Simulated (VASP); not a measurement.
Runs of VASP 6.6.1 on AlN. The structure is that of space group Fm-3m (No. 225), or close to it. The cells are those of the table. 

| cell | gap on the mesh (eV) | pressure (GPa) |
| --- | --- | --- |
| a = 2.825, b = 2.825, c = 2.853 Å, angles 59.7, 59.7, 60.7°, 2 atoms | 4.69 | (a) |
| a = 2.769, b = 2.769, c = 2.797 Å, angles 59.7, 59.7, 60.7°, 2 atoms | 4.96 | (c) |
| a = 2.769, b = 2.769, c = 2.741 Å, angles 60.3, 60.3, 59.3°, 2 atoms | 4.95 | (b) |
| a = 2.756, b = 2.756, c = 2.713 Å, angles 60.5, 60.5, 59.0°, 2 atoms | 4.83 | 49.6 |
| a = 2.826 Å, angles 58.7°, 2 atoms | 4.73 | 25.4 |
| a = 2.783, b = 2.783, c = 2.797 Å, angles 59.8, 59.8, 60.3°, 2 atoms | 5.07 | 28.9 |
| a = 2.756 Å, angles 62.0°, 2 atoms | (d) | 25.6 |

Alike in all rows: task electric field gradients; level PBE; potentials or basis VASP PAW PBE potentials, release 64 (Al, N); no spin polarisation; k mesh 10 × 10 × 10; cutoff (eV) 520; smearing fermi-dirac 0.02 eV.

Question: Fill in the values left out.

Answer: (a) 12.6; (b) 40.7; (c) 32.8; (d) 4.29.

Caveats: the cell stands under pressure.

A k mesh can miss the band edges.
